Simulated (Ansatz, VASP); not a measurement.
One calculation of CdSe, two programs

```
Cd Se
1.0
     0.00000    3.07027    3.07027
     3.07027    0.00000    3.07027
     3.07027    3.07027    0.00000
Cd Se
1 1
Cartesian
  0.0000 0.0000 0.0000
  1.5351 1.5351 1.5351
```

Alike in both runs: task single point; functional PBE; k mesh 4 × 4 × 4; occupations fermi-dirac, width 0.05 eV; no spin polarisation.

```csv
,VASP,Ansatz
version,VASP 6.6.1,Ansatz 0.2.0
potentials or method,"VASP PAW PBE potentials, release 64 (Cd, Se)",Ansatz PAW
plane-wave cutoff (eV),520,420
valence electrons in the cell,18,36
```

VASP gave:

* gap on the k mesh at the Fermi level (eV): 0.53
* least direct gap on the mesh (eV): 0.53
* pressure (GPa): 1.8

**Question.** Estimate Ansatz's values.

**Answer.** gap on the k mesh at the Fermi level (eV): 0.54; least direct gap on the mesh (eV): 0.54; pressure (GPa): 1.5.

The functional is the same, so the differences come from potentials, cutoffs and numerics. VASP's potentials hold 18 valence electrons a cell and Ansatz's 36, so a difference there can come from the potentials and not from the codes.

The k mesh is coarse, so the values compare programs but aren't converged.
